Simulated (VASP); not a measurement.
Here is a VASP 6.6.1 calculation.

The input INCAR:

```
SYSTEM = NiSn4O4
PREC = Accurate
ENCUT = 520
EDIFF = 1E-6
ISMEAR = 0
SIGMA = 0.1
LREAL = .False.
LASPH = .True.
NELM = 150
ALGO = Normal
ISIF = 2
LWAVE = .False.
LCHARG = .False.
ISPIN = 2
MAGMOM = 0 0 0 0 0 0 0 0 2
LORBIT = 11
LMAXMIX = 4
LDIPOL = .True.
IDIPOL = 3
DIPOL = 0.5 0.5 0.486
GGA = PE
IVDW = 12
NBANDS = 59
KPAR = 4
```

Contents of KPOINTS:

```
Automatic mesh
0
Gamma
  8 8 1
  0 0 0
```

POSCAR

```
NiSn4O4
1.0
    3.8370962910      0.0000000000      0.0000000000
    0.0000000000      3.8370962910      0.0000000000
    0.0000000000      0.0000000000     26.0788311484
Sn O Ni
4 4 1
Direct
    0.5000000000      0.0000000000      0.3259348531
    0.0000000000      0.5000000000      0.4147694078
    0.5000000000      0.0000000000      0.5064148619
    0.0000000000      0.5000000000      0.5946815702
    0.0000000000      0.0000000000      0.3703521305
    0.5000000000      0.5000000000      0.3703521305
    0.0000000000      0.0000000000      0.5521156946
    0.5000000000      0.5000000000      0.5521156946
    0.0000000000      0.5000000000      0.6851440617
```

Potentials or basis: VASP PAW PBE potentials, release 64 (Sn_d, O, Ni).

Run with:

```console
$ cat potpaw_PBE.64/Sn_d/POTCAR potpaw_PBE.64/O/POTCAR potpaw_PBE.64/Ni/POTCAR > POTCAR
$ mpirun -np 4 vasp_std > vasp.out
```

Problem. Estimate the net moment.

Solution. 0.40 μB per cell.

Problem. Estimate the largest force.

Solution. 0.301 eV/Å.

Forces on the atoms (eV/Å):
```
Sn   0.000  0.000 -0.301
Sn   0.000  0.000  0.243
Sn   0.000  0.000 -0.085
Sn   0.000  0.000  0.063
O    0.000  0.000  0.028
O    0.000  0.000  0.028
O    0.000  0.000  0.000
O    0.000  0.000  0.000
Ni   0.000  0.000  0.023
```
